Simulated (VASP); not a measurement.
A run of VASP 6.6.1 is set up as follows.

The input INCAR:

```
PREC = Accurate
ENCUT = 520
EDIFF = 1E-6
ISMEAR = 0
SIGMA = 0.01
LREAL = False
LASPH = True
NELM = 60
ALGO = Normal
ISIF = 2
LWAVE = False
LCHARG = False
GGA = PE
IVDW = 12
NBANDS = 15
```

The input KPOINTS:

```
regular mesh
0
Gamma
  4 4 4
```

POSCAR

```
KCl
1.0
    0.0000000000      3.1321428569      3.1321428569
    3.1321428569      0.0000000000      3.1321428569
    3.1321428569      3.1321428569      0.0000000000
K Cl
1 1
Direct
    0.0000000000      0.0000000000      0.0000000000
    0.5000000000      0.5000000000      0.5000000000
```

Potentials or basis: VASP PAW PBE potentials, release 64 (K_sv, Cl).

The run is started by

```console
$ cat potpaw_PBE.64/K_sv/POTCAR potpaw_PBE.64/Cl/POTCAR > POTCAR
$ mpirun -np 1 vasp_std > vasp.out
```

Q: What does it give for the band gap on the k mesh?

A: 5.23 eV, direct.

Q: Estimate the pressure.

A: 0.0 GPa.

Q: Predict the dispersion energy per atom.

A: -0.197 eV.

Caveat: the k points lie up to 0.43 Å⁻¹ apart.
